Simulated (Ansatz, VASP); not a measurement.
**Two plane-wave programs on AgCl**

```
CELL_PARAMETERS angstrom
1.89312 -5.81199 0.00000
1.89312 5.81199 0.00000
0.00000 0.00000 3.89355
ATOMIC_POSITIONS crystal
Ag 0.39392 0.60608 0.75000
Ag 0.60608 0.39392 0.25000
Cl 0.86649 0.13351 0.25000
Cl 0.13351 0.86649 0.75000
```

Alike in both runs: functional PBE; k mesh 10 × 10 × 10; occupations gaussian, width 0.02 eV; no spin polarisation.

Ansatz relaxed the structure, and its values are those at the end. VASP's run is a single point on that final structure, the one shown.

|  | VASP | Ansatz |
| --- | --- | --- |
| version | VASP 6.6.1 | Ansatz 0.2.0 |
| potentials or method | VASP PAW PBE potentials, release 64 (Ag, Cl), cutoff 520 eV | scalar-relativistic, plane waves, PAW |
| valence electrons in the cell | 36 | 52 |

```tsv
	VASP	Ansatz	Ansatz less VASP
gap on the k mesh at the Fermi level (eV)	0.42	0.42	+0.001
least direct gap on the mesh (eV)	2.08	2.08	-0.001
pressure (GPa)	-0.1	0.0	+0.13
```

With one functional, cell and mesh, what is left measures potentials, basis and numerics. VASP's potentials hold 36 valence electrons a cell and Ansatz's 52, so a difference there can come from the potentials and not from the codes.
